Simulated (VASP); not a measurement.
# Zn (Fm-3m) in VASP: notebook

The runs below take Zn through relaxation of cell and atoms, single point, with PBEsol, PBEsol+D3(BJ).

Program: VASP 6.6.1. These are calculated values, not measurements. Logs are shortened: lines on timing, memory, paths and dates and some standing lists are left out, and cuts for length are marked.

## 1. The cell of the first run

The structure is cubic, space group Fm-3m (No. 225). Conventional cell: a = 3.930 Å, b = 3.930 Å, c = 3.930 Å, α = 90.00°, β = 90.00°, γ = 90.00°. Within 3.7 Å of Zn (site symmetry m-3m) lie 12 Zn at 2.78 Å.

## 2. Relaxation of cell and atoms, PBEsol, target pressure 10 GPa, at which the enthalpy is minimised

INCAR reads:

```
SYSTEM = Zn
ALGO = Normal ; EDIFF = 1E-6
EDIFFG = -0.005 ; ENCUT = 600
GGA = PS ; IBRION = 2
ISIF = 3 ; ISMEAR = -1
LASPH = .True. ; LCHARG = .False.
LREAL = .False. ; LWAVE = .False.
NELM = 80 ; NSW = 80
PREC = Accurate ; PSTRESS = 100.0
SIGMA = 0.05
```

KPOINTS reads:

```
k-points
0
Gamma
  12 12 12
  0 0 0
```

POSCAR reads:

```
Zn
1.0
    0.0000000000      1.9647760000      1.9647760000
    1.9647760000      0.0000000000      1.9647760000
    1.9647760000      1.9647760000      0.0000000000
Zn
1
Direct
    0.0000000000      0.0000000000      0.0000000000
```

Potentials or basis: VASP PAW PBE potentials, release 64 (Zn).

The run is started by

```sh
> cat potpaw_PBE.64/Zn/POTCAR > POTCAR
> mpirun -np 1 vasp_std > vasp.out
```

OUTCAR:

```text
SYSTEM = Zn
   EDIFF = 1E-6
   EDIFFG = -0.005
   ENCUT = 600
   GGA = PS
   IBRION = 2
   ISIF = 3
   ISMEAR = -1
   LASPH = .True.
   LREAL = .False.
   NELM = 80
   NSW = 80
   PREC = Accurate
   PSTRESS = 100.0

 ion  position               nearest neighbor table
   1  0.000  0.000  0.000-

  LATTYP: Found a face centered cubic cell.
 ALAT       =     3.9295520000

  Lattice vectors:

 A1 = (   0.0000000000,   1.9647760000,   1.9647760000)
 A2 = (   1.9647760000,   0.0000000000,   1.9647760000)
 A3 = (   1.9647760000,   1.9647760000,   0.0000000000)

Analysis of symmetry for initial positions (statically):
=====================================================================
 Subroutine PRICEL returns:
 Original cell was already a primitive cell.

 Routine SETGRP: Setting up the symmetry group for a
 face centered cubic supercell.

 Subroutine GETGRP returns: Found 48 space group operations
 (whereof 48 operations were pure point group operations)
 out of a pool of 48 trial point group operations.

The static configuration has the point symmetry O_h .

Analysis of symmetry for dynamics (positions and initial velocities):
=====================================================================
 Subroutine PRICEL returns:
 Original cell was already a primitive cell.

 Routine SETGRP: Setting up the symmetry group for a
 face centered cubic supercell.

 Subroutine GETGRP returns: Found 48 space group operations
 (whereof 48 operations were pure point group operations)
 out of a pool of 48 trial point group operations.

The dynamic configuration has the point symmetry O_h .

 Subroutine INISYM returns: Found 48 space group operations
 (whereof 48 operations are pure point group operations),
 and found     1 'primitive' translations

----------------------------------------------------------------------------------------

                                     Primitive cell

  volume of cell :      15.1694

  direct lattice vectors                    reciprocal lattice vectors
     0.000000000  1.964776000  1.964776000    -0.254481936  0.254481936  0.254481936
     1.964776000  0.000000000  1.964776000     0.254481936 -0.254481936  0.254481936
     1.964776000  1.964776000  0.000000000     0.254481936  0.254481936 -0.254481936

  length of vectors
     2.778612866  2.778612866  2.778612866     0.440775643  0.440775643  0.440775643

  position of ions in fractional coordinates (direct lattice)
     0.000000000  0.000000000  0.000000000

  ion indices of the primitive-cell ions
   primitive index   ion index
                 1           1

----------------------------------------------------------------------------------------

 KPOINTS: k-points

Automatic generation of k-mesh.
 Grid dimensions read from file:
 generate k-points for:   12   12   12

 Generating k-lattice:

  Cartesian coordinates                     Fractional coordinates (reciprocal lattice)
    -0.021206828  0.021206828  0.021206828     0.083333333  0.000000000  0.000000000
     0.021206828 -0.021206828  0.021206828     0.000000000  0.083333333  0.000000000
     0.021206828  0.021206828 -0.021206828     0.000000000  0.000000000  0.083333333

  Length of vectors
     0.036731304  0.036731304  0.036731304

  Shift w.r.t. Gamma in fractional coordinates (k-lattice)
     0.000000000  0.000000000  0.000000000

 Subroutine IBZKPT returns following result:
 ===========================================

 Found     72 irreducible k-points:

 Following reciprocal coordinates:
            Coordinates               Weight
  0.000000  0.000000  0.000000      1.000000
  0.083333  0.000000  0.000000      8.000000
  0.166667  0.000000  0.000000      8.000000
  0.250000  0.000000  0.000000      8.000000
  0.333333  0.000000  0.000000      8.000000
  0.416667  0.000000  0.000000      8.000000
[... 16 lines left out ...]
  0.500000  0.166667  0.000000     24.000000
 -0.416667  0.166667  0.000000     24.000000
 [... further k-points ...]
   k-points           NKPTS =     72   k-points in BZ     NKDIM =     72   number of bands    NBANDS=     10
   number of dos      NEDOS =    301   number of ions     NIONS =      1
   total plane-waves  NPLWV =  13824
   dimension x,y,z NGX =    24 NGY =   24 NGZ =   24
   dimension x,y,z NGXF=    48 NGYF=   48 NGZF=   48
   ions per type =               1
   NGX,Y,Z   is equivalent  to a cutoff of  14.36, 14.36, 14.36 a.u.
   NGXF,Y,Z  is equivalent  to a cutoff of  28.72, 28.72, 28.72 a.u.
 SYSTEM =  Zn
   PREC   = accura    normal or accurate (medium, high low for compatibility)
   ISTART =      0    job   : 0-new  1-cont  2-samecut
   ICHARG =      2    charge: 1-file 2-atom 10-const
   ISPIN  =      1    spin polarized calculation?
   LNONCOLLINEAR =      F non collinear calculations
   LSORBIT =      F    spin-orbit coupling
   LASPH  =      T    aspherical Exc in radial PAW
   ENCUT  =  600.0 eV  44.10 Ry    6.64 a.u.   5.55  5.55  5.55*2*pi/ulx,y,z
   NELM   =     80;   NELMIN=  2; NELMDL= -5     # of ELM steps
   EDIFF  = 0.1E-05   stopping-criterion for ELM
   LREAL  =      F    real-space projection
   EDIFFG = -.5E-02   stopping-criterion for IOM
   NSW    =     80    number of steps for IOM
   IBRION =      2    ionic relax: 0-MD 1-quasi-New 2-CG
   NFREE  =      1    steps in history (QN), initial steepest desc. (CG)
   ISIF   =      3    stress and relaxation
   ISYM   =      2    0-nonsym 1-usesym 2-fastsym
   POTIM  = 0.5000    time-step for ionic-motion
   TEBEG  =    0.0;   TEEND  =   0.0 temperature during run
   PSTRESS=  100.0 pullay stress
   NELECT =      12.0000    total number of electrons
   NUPDOWN=      -1.0000    fix difference up-down
   EMIN   =  10.00;   EMAX   =-10.00  energy-range for DOS
   EFERMI =   0.00;   METHOD = LEGACY
   ISMEAR =    -1;   SIGMA  =   0.05  broadening in eV -4-tet -1-fermi 0-gaus
   EFERMI_NEDOS =   21; number of points for ismear=-14 and -15
   IALGO  =     38    algorithm
   IMIX   =      4    mixing-type and parameters
     AMIX     =   0.40;   BMIX     =  1.00
     AMIX_MAG =   1.60;   BMIX_MAG =  1.00
  volume/ion in A,a.u.               =      15.17       102.37
  Fermi-wavevector in a.u.,A,eV,Ry     =   1.514069  2.861175 31.190044  2.292404
  Thomas-Fermi vector in A             =   2.623775
   LORBIT       =      0    0 simple, 1 ext, 2 COOP (PROOUT), +10 PAW based schemes
   GGA     = PS    functional components
   LHFCALC =     F    Hartree Fock is set to
   AEXX    =    0.0000 exact exchange contribution
   IVDW    =     0    specifies the selected vdW correction
   LEPSILON=     F    determine dielectric tensor
   LRPA    =     F    only Hartree local field effects (RPA)
 conjugate gradient relaxation of ions
 non-spin polarized calculation
  energy-cutoff  :      600.00
  volume of cell :       15.17
 maximum number of plane-waves:       532
 NGX is ok and might be reduce to    24
   NGX = 11   NGY = 11   NGZ = 11

--------------------------------------- Ionic step        1  -------------------------------------------

 number of electron      12.0000008 magnetization

 Free energy of the ion-electron system (eV)
  ---------------------------------------------------
  ext. energy  EPLUGINS =         0.00000000
  ---------------------------------------------------
  free energy    TOTEN  =        -1.53679929 eV

  energy without entropy =       -1.53344436  energy(sigma->0) =       -1.53512182

------------------------ aborting loop because EDIFF is reached ----------------------------------------

  FORCE on cell =-STRESS in cart. coord.  units (eV):
  Direction    XX          YY          ZZ          XY          YZ          ZX
  --------------------------------------------------------------------------------------
  -------------------------------------------------------------------------------------
  Total       -0.4659501     -0.4659501     -0.4659501     -0.0000000      0.0000000     -0.0000000
  in kB      -49.2131162    -49.2131162    -49.2131162     -0.0000000      0.0000000     -0.0000000
  external PRESSURE =    -149.2131162 kB  Pullay stress =     100.0000000 kB

 VOLUME and BASIS-vectors are now :
 -----------------------------------------------------------------------------
  energy-cutoff  :      600.00
  volume of cell :       15.17
      direct lattice vectors                 reciprocal lattice vectors
     0.000000000  1.964776000  1.964776000    -0.254481936  0.254481936  0.254481936
     1.964776000  0.000000000  1.964776000     0.254481936 -0.254481936  0.254481936
     1.964776000  1.964776000  0.000000000     0.254481936  0.254481936 -0.254481936
[... 44 lines left out ...]
  FREE ENERGIE OF THE ION-ELECTRON SYSTEM (eV)
  ---------------------------------------------------
  free  energy   TOTEN  =        -1.4607435036 eV

  energy  without entropy=       -1.4592516410  energy(sigma->0) =       -1.45999757

  enthalpy is  TOTEN    =        -0.6946358517 eV   P V=        0.7661076519

--------------------------------------- Ionic step        3  -------------------------------------------

 number of electron      12.0000005 magnetization

 Free energy of the ion-electron system (eV)
  ---------------------------------------------------
  ext. energy  EPLUGINS =         0.00000000
  ---------------------------------------------------
  free energy    TOTEN  =        -1.51916809 eV

  energy without entropy =       -1.51754665  energy(sigma->0) =       -1.51835737

 E-fermi :   4.1478     XC(G=0): -12.5880

 val. band max:        4.1334602658   @ k =  -0.4167   0.2500   0.0000
 cond. band min:       4.3038752649   @ k =  -0.4167   0.0833   0.0000
 fundamental gap:      0.1704149992
 Fermi energy:         4.1478052110

 k-point     1 :       0.0000    0.0000    0.0000
  band No.  band energies     occupation
      1      -7.5960      2.00000
      2      -3.9482      2.00000
      3      -3.9482      2.00000
      4      -3.9482      2.00000
      5      -3.4323      2.00000
      6      -3.4323      2.00000
      7      24.2633      0.00000
      8      24.6700      0.00000
      9      24.6700      0.00000
     10      24.6700      0.00000

 k-point     2 :       0.0833    0.0000    0.0000
  band No.  band energies     occupation
      1      -7.3624      2.00000
      2      -3.9729      2.00000
      3      -3.9174      2.00000
      4      -3.9174      2.00000
      5      -3.4413      2.00000
      6      -3.4413      2.00000
      7      20.9515      0.00000
      8      23.9211      0.00000
      9      23.9211      0.00000
     10      24.3125      0.00000
[... 274 lines left out ...]
 k-point    24 :      -0.4167    0.1667    0.0000
  band No.  band energies     occupation
      1      -4.6883      2.00000
      2      -4.0842      2.00000
      3      -3.7662      2.00000
      4      -3.5414      2.00000
      5      -3.1170      2.00000
      6       1.4532      2.00000
      7       3.9318      1.97373
      8      14.6001      0.00000
      9      18.7188      0.00000
     10      20.9913      0.00000

 [... further k-points ...]
[... 5 lines left out ...]
  --------------------------------------------------------------------------------------
  -------------------------------------------------------------------------------------
  Total        0.8039690      0.8039690      0.8039690      0.0000000      0.0000000      0.0000000
  in kB       99.5069584     99.5069584     99.5069584      0.0000000      0.0000000      0.0000000
  external PRESSURE =      -0.4930416 kB  Pullay stress =     100.0000000 kB

 VOLUME and BASIS-vectors are now :
 -----------------------------------------------------------------------------
  energy-cutoff  :      600.00
  volume of cell :       12.94
      direct lattice vectors                 reciprocal lattice vectors
    -0.000000000  1.863611906  1.863611906    -0.268296204  0.268296204  0.268296204
     1.863611906 -0.000000000  1.863611906     0.268296204 -0.268296204  0.268296204
     1.863611906  1.863611906 -0.000000000     0.268296204  0.268296204 -0.268296204

 POSITION                                       TOTAL-FORCE (eV/Angst)
 -----------------------------------------------------------------------------------
      0.00000      0.00000      0.00000         0.000000      0.000000     -0.000000
 -----------------------------------------------------------------------------------
    total drift:                               -0.000000      0.000000     -0.000000

  FREE ENERGIE OF THE ION-ELECTRON SYSTEM (eV)
  ---------------------------------------------------
  free  energy   TOTEN  =        -1.5191680943 eV

  energy  without entropy=       -1.5175466486  energy(sigma->0) =       -1.51835737

  enthalpy is  TOTEN    =        -0.7112155704 eV   P V=        0.8079525240

 reached required accuracy - stopping structural energy minimisation
```

Run time: 9 s. Hardware: 1 thread of Intel Xeon 6975P-C (Granite Rapids), shared host; peak memory 0.15 GiB.

Results:

```yaml
Free_energy: -1.5192 eV
Relaxed_volume: 12.94 Å³/atom
Relaxed_cell: a = 2.636 Å, b = 2.636 Å, c = 2.636 Å, α = 60.00°, β = 60.00°, γ = 60.00°
Space_group_after_relaxing_to_0.05_Å: Fm-3m (No. 225)
Energy_change_on_relaxing_the_enthalpy_is_what_falls: +17.6 meV/atom
Ionic_steps: 3
Pressure_after_relaxing: 10.0 GPa
Band_gap_on_the_k_mesh: zero (band 6 reaches 6.48 eV, above the bottom of band 7 at 3.03 eV)
```

The path:
```
step  energy change (eV)  largest force (eV/Å)  pressure (GPa)  volume (Å³)
   1              0.0000                0.0000           -4.92        15.17
   2              0.0761                0.0000           18.41        12.27
   3              0.0176                0.0000            9.95        12.94
```

Final structure:
```
Zn
1.0
     0.00000    1.86361    1.86361
     1.86361    0.00000    1.86361
     1.86361    1.86361    0.00000
Zn
1
Direct
  0.00000 0.00000 0.00000
```

Levels at points of the mesh, in eV from the Fermi level:
| k point | band 2 | band 3 | band 4 | band 5 | band 6 | band 7 | band 8 | band 9 | band 10 |
| --- | --- | --- | --- | --- | --- | --- | --- | --- | --- |
| (0.00, 0.00, 0.00) | -8.10 | -8.10 | -8.10 | -7.58 | -7.58 | 20.12 | 20.52 | 20.52 | 20.52 |
| (0.50, 0.00, 0.00) | -8.10 | -8.10 | -7.20 | -7.20 | -3.66 | -1.11 | 17.16 | 17.16 | 18.52 |
| (0.50, 0.50, 0.00) | -8.93 | -7.22 | -7.11 | -7.11 | -1.46 | 2.32 | 9.22 | 9.22 | 13.16 |

Caveat: the cell is relaxed towards a set pressure, so the enthalpy falls and the energy may rise; the PAW data sets were made with another functional, which shifts forces and pressure a little.

## 3. Relaxation of cell and atoms, PBEsol, target pressure 20 GPa, at which the enthalpy is minimised

INCAR reads:

```
SYSTEM = Zn
  PREC = Accurate
  ENCUT = 600
  EDIFF = 1E-6
  ISMEAR = -1
  SIGMA = 0.05
  LREAL = .False.
  LASPH = .True.
  NELM = 60
  ALGO = Normal
  ISIF = 3
  LWAVE = .False.
  LCHARG = .False.
  GGA = PS
  IBRION = 2
  NSW = 80
  EDIFFG = -0.005
  PSTRESS = 200.0
```

KPOINTS reads:

```
Automatic mesh
0
Gamma
  12 12 12
  0 0 0
```

POSCAR is that of step 2.

Potentials or basis: VASP PAW PBE potentials, release 64 (Zn).

The run is started by

```sh
> cat potpaw_PBE.64/Zn/POTCAR > POTCAR
> mpirun -np 1 vasp_std > vasp.out
```

It took 15 s on 1 thread of Intel Xeon 6975P-C (Granite Rapids), shared host; peak memory 0.14 GiB.

The run converged. Its results:

```yaml
Free_energy: -1.4479 eV
Relaxed_volume: 12.17 Å³/atom
Relaxed_cell: a = 2.582 Å, b = 2.582 Å, c = 2.582 Å, α = 60.00°, β = 60.00°, γ = 60.00°
Space_group_after_relaxing_to_0.05_Å: Fm-3m (No. 225)
Energy_change_on_relaxing_the_enthalpy_is_what_falls: +88.9 meV/atom
Ionic_steps: 6
Pressure_after_relaxing: 20.0 GPa
Band_gap_on_the_k_mesh: zero (band 6 reaches 7.07 eV, above the bottom of band 7 at 3.70 eV)
```

Step by step:
| step | energy change (eV) | largest force (eV/Å) | pressure (GPa) | volume (Å³) |
| --- | --- | --- | --- | --- |
| 1 | 0.0000 | 0.0000 | -4.92 | 15.17 |
| 2 | 0.4467 | 0.0000 | 55.15 | 10.56 |
| 3 | 0.0837 | 0.0000 | 19.39 | 12.21 |
| 4 | 0.0904 | 0.0000 | 20.21 | 12.15 |
| 5 | 0.0873 | 0.0000 | 19.79 | 12.18 |
| 6 | 0.0889 | 0.0000 | 19.98 | 12.17 |

Final structure:
```yaml
crystal:
  lattice:
    - [0.00000, 1.82553, 1.82553]
    - [1.82553, 0.00000, 1.82553]
    - [1.82553, 1.82553, 0.00000]
  atoms:
    - { symbol: Zn, position: [0.00000, 0.00000, 0.00000] }
```

Levels at points of the mesh, in eV from the Fermi level:
```
           k point  band 4  band 5  band 6  band 7  band 8  band 9
(0.00, 0.00, 0.00)   -8.43   -7.85   -7.85   20.49   21.36   21.36
(0.50, 0.00, 0.00)   -7.44   -7.44   -4.08   -1.09   17.88   17.88
(0.50, 0.50, 0.00)   -7.33   -7.33   -1.76    2.48    9.46    9.46
```

Caveat: the cell is relaxed towards a set pressure, so the enthalpy falls and the energy may rise; the volume moved by over 15 % at a fixed basis, so the end points are rough; the PAW data sets were made with another functional, which shifts forces and pressure a little.

(Part 1 of 2 ends here.)
